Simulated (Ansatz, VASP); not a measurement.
**TiTe2: VASP beside Ansatz**

```
Ti Te
1.0
     3.77700    0.00000    0.00000
    -1.88850    3.27098    0.00000
     0.00000    0.00000    6.49800
Ti Te
1 2
Direct
  0.00000 0.00000 0.00000
  0.66667 0.33333 0.26280
  0.33333 0.66667 0.73720
```

Alike in both runs: task single point; functional PBE; dispersion D4; k mesh 6 × 6 × 4; occupations gaussian, width 0.1 eV; no spin polarisation.

|  | VASP | Ansatz |
| --- | --- | --- |
| version | VASP 6.6.1 | Ansatz 0.2.0 |
| potentials or method | VASP PAW PBE potentials, release 64 (Ti_sv, Te), cutoff 520 eV | scalar-relativistic, plane waves, PAW |
| valence electrons in the cell | 24 | 44 |

|  | VASP | Ansatz | Ansatz less VASP |
| --- | --- | --- | --- |
| gap on the k mesh at the Fermi level (eV) | none | none | - |
| pressure (GPa) | -1.6 | -1.5 | +0.13 |
| rms of the force components (eV/Å) | 0.018 | 0.024 | +0.0055 |

Atom by atom the forces differ by 0.005 eV/Å (rms over components). A gap of «none» marks a metal or a gap that the smearing closes. VASP's potentials hold 24 valence electrons a cell and Ansatz's 44, so a difference there can come from the potentials and not from the codes.

Neither program's run includes spin-orbit coupling.
